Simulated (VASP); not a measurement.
Here is a VASP 6.6.1 calculation.

Contents of INCAR:

```
SYSTEM = Mo
PREC     = Accurate       ! precision mode
ENCUT    = 520            ! plane-wave cutoff, eV
EDIFF    = 1E-7           ! SCF threshold, eV
ISMEAR   = -1             ! smearing method
SIGMA    = 0.1            ! smearing width, eV
LREAL    = .False.        ! projectors in reciprocal space
LASPH    = .True.         ! aspherical terms in the spheres
NELM     = 80             ! most SCF steps
ALGO     = Normal         ! electronic algorithm
ISIF     = 2              ! what is computed and relaxed
LWAVE    = .False.        ! write WAVECAR
LCHARG   = .True.         ! write CHGCAR
LELF     = .True.         ! ELF
LVHAR    = .True.       
NBANDS   = 13             ! bands
```

Contents of KPOINTS:

```
Automatic mesh
0
Gamma
  15 15 15
  0 0 0
```

The input POSCAR:

```
Mo
1.0
    0.0000000000      1.9938551185      1.9938551185
    1.9938551185      0.0000000000      1.9938551185
    1.9938551185      1.9938551185      0.0000000000
Mo
1
Direct
    0.0000000000      0.0000000000      0.0000000000
```

Potentials or basis: VASP PAW LDA potentials, release 64 (Mo_sv).

Command:

```bash
$ cat potpaw_LDA.64/Mo_sv/POTCAR > POTCAR
$ mpirun -np 1 vasp_std > vasp.out
```

(1) What does it give for the band gap on the k mesh?

(2) Estimate the pressure.

Answers

(1) zero (band 7 reaches 15.74 eV, above the bottom of band 8 at 11.08 eV).

(2) -8.3 GPa.
